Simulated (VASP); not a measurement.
# Ir in VASP: a series of runs

The runs below take Ir through single point, with r2SCAN.

Everything below comes from runs of VASP 6.6.1. Logs are shortened: lines on timing, memory, paths and dates and some standing lists are left out, and cuts for length are marked.

### 1 The cell of the first run

The structure is trigonal, space group R-3m (No. 166). The conventional cell has a = 2.786 Å, b = 2.786 Å, c = 6.464 Å, α = 90.00°, β = 90.00°, γ = 120.00°. Ir (site symmetry -3m) has 12 Ir at 2.69 to 2.79 Å within 3.5 Å.

### 2 Single point, r2SCAN

The input, POSCAR:

```
Ir
1.0
    2.7861568206      0.0000000000      0.0000000000
   -1.3930784103      2.4128825855      0.0000000000
    1.3930784103      0.8042941952      2.1547414651
Ir
1
Direct
    0.0000000000      0.0000000000      0.0000000000
```

The input, INCAR.step1:

```
SYSTEM = Ir
ALGO = Normal ; EDIFF = 1E-4
ENCUT = 520 ; GGA = PE
ISMEAR = 0 ; ISYM = 0
LASPH = .True. ; LCHARG = .False.
LREAL = .False. ; LWAVE = .True.
NBANDS = 10 ; NELM = 80
PREC = Accurate ; SIGMA = 0.1
```

The input, INCAR.step2:

```
SYSTEM = Ir
ALGO = Normal ; EDIFF = 1E-6
ENCUT = 520 ; ISIF = 2
ISMEAR = 0 ; ISTART = 1
ISYM = 0 ; LASPH = .True.
LCHARG = .False. ; LMIXTAU = .True.
LREAL = .False. ; LWAVE = .False.
METAGGA = R2SCAN ; NBANDS = 10
NELM = 80 ; PREC = Accurate
SIGMA = 0.1
```

The input, KPOINTS:

```
k-points
0
Gamma
  15 15 16
  0 0 0
```

Potentials or basis: VASP PAW PBE potentials, release 64 (Ir).

Run with:

```console
$ cat potpaw_PBE.64/Ir/POTCAR > POTCAR
$ cp INCAR.step1 INCAR
$ mpirun -np 1 vasp_std > vasp.out
$ cp INCAR.step2 INCAR
$ mpirun -np 1 vasp_std > vasp.out
```

OUTCAR:

```text
SYSTEM = Ir
   EDIFF = 1E-6
   ENCUT = 520
   ISIF = 2
   ISMEAR = 0
   ISTART = 1
   ISYM = 0
   LASPH = .True.
   LREAL = .False.
   METAGGA = R2SCAN
   NELM = 80
   PREC = Accurate

 ion  position               nearest neighbor table
   1  0.000  0.000  0.000-

IMPORTANT INFORMATION: All symmetrisations will be switched off!
NOSYMM: (Re-)initialisation of all symmetry stuff for point group C_1.

----------------------------------------------------------------------------------------

                                     Primitive cell

  volume of cell :      14.4856

  direct lattice vectors                    reciprocal lattice vectors
     2.786156821  0.000000000  0.000000000     0.358917342  0.207221024 -0.309395200
    -1.393078410  2.412882585  0.000000000     0.000000000  0.414442048 -0.154697600
     1.393078410  0.804294195  2.154741465     0.000000000  0.000000000  0.464092800

  length of vectors
     2.786156821  2.786156821  2.688952843     0.517192035  0.442372647  0.464092800

  position of ions in fractional coordinates (direct lattice)
     0.000000000  0.000000000  0.000000000

  ion indices of the primitive-cell ions
   primitive index   ion index
                 1           1

----------------------------------------------------------------------------------------

 KPOINTS: k-points

Automatic generation of k-mesh.
 Grid dimensions read from file:
 generate k-points for:   15   15   16

 Generating k-lattice:

  Cartesian coordinates                     Fractional coordinates (reciprocal lattice)
     0.023927823  0.013814735 -0.020626347     0.066666667  0.000000000  0.000000000
     0.000000000  0.027629470 -0.010313173     0.000000000  0.066666667  0.000000000
     0.000000000  0.000000000  0.029005800     0.000000000  0.000000000  0.062500000

  Length of vectors
     0.034479469  0.029491510  0.029005800

  Shift w.r.t. Gamma in fractional coordinates (k-lattice)
     0.000000000  0.000000000  0.000000000

 -----------------------------------------------------------------------------
|                                                                             |
|           W    W    AA    RRRRR   N    N  II  N    N   GGGG   !!!           |
|           W    W   A  A   R    R  NN   N  II  NN   N  G    G  !!!           |
|           W    W  A    A  R    R  N N  N  II  N N  N  G       !!!           |
|           W WW W  AAAAAA  RRRRR   N  N N  II  N  N N  G  GGG   !            |
|           WW  WW  A    A  R   R   N   NN  II  N   NN  G    G                |
|           W    W  A    A  R    R  N    N  II  N    N   GGGG   !!!           |
|                                                                             |
[... 75 lines left out ...]
   NUPDOWN=      -1.0000    fix difference up-down
   EMIN   =  10.00;   EMAX   =-10.00  energy-range for DOS
   EFERMI =   0.00;   METHOD = LEGACY
   ISMEAR =     0;   SIGMA  =   0.10  broadening in eV -4-tet -1-fermi 0-gaus
   EFERMI_NEDOS =   21; number of points for ismear=-14 and -15
   IALGO  =     38    algorithm
   IMIX   =      4    mixing-type and parameters
     AMIX     =   0.40;   BMIX     =  1.00
     AMIX_MAG =   1.60;   BMIX_MAG =  1.00
  volume/ion in A,a.u.               =      14.49        97.75
  Fermi-wavevector in a.u.,A,eV,Ry     =   1.396937  2.639827 26.550842  1.951432
  Thomas-Fermi vector in A             =   2.520242
   LORBIT       =      0    0 simple, 1 ext, 2 COOP (PROOUT), +10 PAW based schemes
   METAGGA = R2SCAN    functional components
   LHFCALC =     F    Hartree Fock is set to
   AEXX    =    0.0000 exact exchange contribution
   IVDW    =     0    specifies the selected vdW correction
   LEPSILON=     F    determine dielectric tensor
   LRPA    =     F    only Hartree local field effects (RPA)
 non-spin polarized calculation
 Gauss-broadening in eV      SIGMA  =   0.10
  energy-cutoff  :      520.00
  volume of cell :       14.49
 maximum number of plane-waves:       404
 NGX is ok and might be reduce to    24
   NGX = 11   NGY = 11   NGZ =  9

 number of electron       9.0000000 magnetization

 Free energy of the ion-electron system (eV)
  ---------------------------------------------------
  ext. energy  EPLUGINS =         0.00000000
  ---------------------------------------------------
  free energy    TOTEN  =       -52.31980779 eV

  energy without entropy =      -52.31468353  energy(sigma->0) =      -52.31724566

 E-fermi :   9.7802     XC(G=0): -15.1589

 val. band max:        9.7681686839   @ k =  -0.4000   0.3333   0.0625
 cond. band min:       9.7811867324   @ k =  -0.3333   0.4000   0.1250
 fundamental gap:      0.0130180485
 Fermi energy:         9.7801866484

 k-point     1 :       0.0000    0.0000    0.0000
  band No.  band energies     occupation
      1      -1.4946      2.00000
      2       5.5803      2.00000
      3       5.5820      2.00000
      4       6.4934      2.00000
      5       8.5787      2.00000
      6       8.5818      2.00000
      7      24.8864      0.00000
      8      30.0635      0.00000
      9      30.0656      0.00000
     10      31.9580      0.00000
[... 287 lines left out ...]
 k-point    24 :       0.0000    0.1333    0.0000
  band No.  band energies     occupation
      1      -0.7438      2.00000
      2       5.3641      2.00000
      3       5.7805      2.00000
      4       6.7140      2.00000
      5       8.4606      2.00000
      6       8.4758      2.00000
      7      26.0340      0.00000
      8      27.5138      0.00000
      9      31.3597      0.00000
     10      32.8701      0.00000

 [... further k-points ...]

------------------------ aborting loop because EDIFF is reached ----------------------------------------

  FORCE on cell =-STRESS in cart. coord.  units (eV):
  Direction    XX          YY          ZZ          XY          YZ          ZX
  --------------------------------------------------------------------------------------
  -------------------------------------------------------------------------------------
  Total       -1.1553591     -1.1309921      1.3919394     -0.0211098     -0.0126717     -0.0219483
  in kB     -127.7881690   -125.0930718    153.9550656     -2.3348404     -1.4015533     -2.4275865
  external PRESSURE =     -32.9753917 kB  Pullay stress =       0.0000000 kB

 VOLUME and BASIS-vectors are now :
 -----------------------------------------------------------------------------
  energy-cutoff  :      520.00
  volume of cell :       14.49
      direct lattice vectors                 reciprocal lattice vectors
     2.786156821  0.000000000  0.000000000     0.358917342  0.207221024 -0.309395200
    -1.393078410  2.412882585  0.000000000     0.000000000  0.414442048 -0.154697600
     1.393078410  0.804294195  2.154741465     0.000000000  0.000000000  0.464092800

 POSITION                                       TOTAL-FORCE (eV/Angst)
 -----------------------------------------------------------------------------------
      0.00000      0.00000      0.00000        -0.000000     -0.000000     -0.000000
 -----------------------------------------------------------------------------------
    total drift:                               -0.000000     -0.000000     -0.000000

  FREE ENERGIE OF THE ION-ELECTRON SYSTEM (eV)
  ---------------------------------------------------
  free  energy   TOTEN  =       -52.3198077938 eV

  energy  without entropy=      -52.3146835298  energy(sigma->0) =      -52.31724566
```

Run time: 16 min. Hardware: 1 thread of Oxide Virtual Turin-like, shared host; peak memory 0.35 GiB.

Results:

| Item | Value |
| --- | --- |
| Free energy | -52.3198 eV |
| Pressure | -3.3 GPa |
| Band gap on the k mesh | zero (an odd number of electrons rules out a gap without spin polarisation) |

Stress tensor (GPa, compression positive):
```
-12.78  -0.23  -0.24
 -0.23 -12.51  -0.14
 -0.24  -0.14  15.40
```

Caveat: the stress differs along the axes, from -13 to 15 GPa; the PAW data sets were made with another functional, which shifts forces and pressure a little; spin-orbit coupling is left out, which moves the levels of the heavy elements.

### 3 Single point, r2SCAN

This run uses another cell than the first one, of 14.74 Å³/atom.

The input, POSCAR:

```
Ir
1.0
    2.7861564914     -0.0000001900     -0.0013542946
   -1.3930784103      2.4128825855      0.0000000000
    1.3920308145      0.8036893655      2.1916662143
Ir
1
Direct
    0.0000000000      0.0000000000      0.0000000000
```

The input, INCAR.step1:

```
SYSTEM = Ir
PREC     = Accurate       ! precision mode
ENCUT    = 520            ! plane-wave cutoff, eV
ISMEAR   = 0              ! smearing method
SIGMA    = 0.1            ! smearing width, eV
LREAL    = .FALSE.        ! projectors in reciprocal space
LASPH    = .TRUE.         ! aspherical terms in the spheres
NELM     = 80             ! most SCF steps
ISYM     = 0            
NBANDS   = 10             ! bands
GGA      = PE             ! functional
ALGO     = Normal         ! electronic algorithm
EDIFF    = 1E-4           ! SCF threshold, eV
LWAVE    = .TRUE.         ! write WAVECAR
LCHARG   = .FALSE.        ! write CHGCAR
```

The input, INCAR.step2:

```
SYSTEM = Ir
PREC     = Accurate       ! precision mode
ENCUT    = 520            ! plane-wave cutoff, eV
EDIFF    = 1E-7           ! SCF threshold, eV
ISMEAR   = 0              ! smearing method
SIGMA    = 0.1            ! smearing width, eV
LREAL    = .FALSE.        ! projectors in reciprocal space
LASPH    = .TRUE.         ! aspherical terms in the spheres
NELM     = 80             ! most SCF steps
ALGO     = Normal         ! electronic algorithm
ISIF     = 2              ! what is computed and relaxed
LWAVE    = .FALSE.        ! write WAVECAR
LCHARG   = .TRUE.         ! write CHGCAR
METAGGA  = R2SCAN         ! meta-GGA
LMIXTAU  = .TRUE.       
LELF     = .TRUE.         ! ELF
LVHAR    = .TRUE.       
ISYM     = 0            
NBANDS   = 10             ! bands
ISTART   = 1
```

The input, KPOINTS:

```
Automatic mesh
0
G
  15 15 16
  0 0 0
```

Potentials or basis: VASP PAW PBE potentials, release 64 (Ir).

Run with:

```console
$ cat potpaw_PBE.64/Ir/POTCAR > POTCAR
$ cp INCAR.step1 INCAR
$ mpirun -np 1 vasp_std > vasp.out
$ cp INCAR.step2 INCAR
$ mpirun -np 1 vasp_std > vasp.out
```

Wall time 18 min (1 thread of Oxide Virtual Turin-like, shared host); peak memory 0.35 GiB.

Results (log left out):

```yaml
Free_energy: -52.3335 eV
Pressure: -10.0 GPa
Band_gap_on_the_k_mesh: zero (an odd number of electrons rules out a gap without spin polarisation)
```

Stress tensor (GPa, compression positive):
```
-16.19  -0.14   0.01
 -0.14 -16.02   0.01
  0.01   0.01   2.13
```

Levels at points of the mesh, in eV from the Fermi level:
```
           k point  band 2  band 3  band 4  band 5  band 6  band 7
(0.00, 0.00, 0.00)   -3.98   -3.98   -3.39   -1.22   -1.21   15.15
(0.00, 0.00, 0.50)   -4.01   -4.01   -0.21    0.97    0.98    7.80
```

Caveat: the stress differs along the axes, from -16 to 2 GPa; the PAW data sets were made with another functional, which shifts forces and pressure a little; spin-orbit coupling is left out, which moves the levels of the heavy elements.
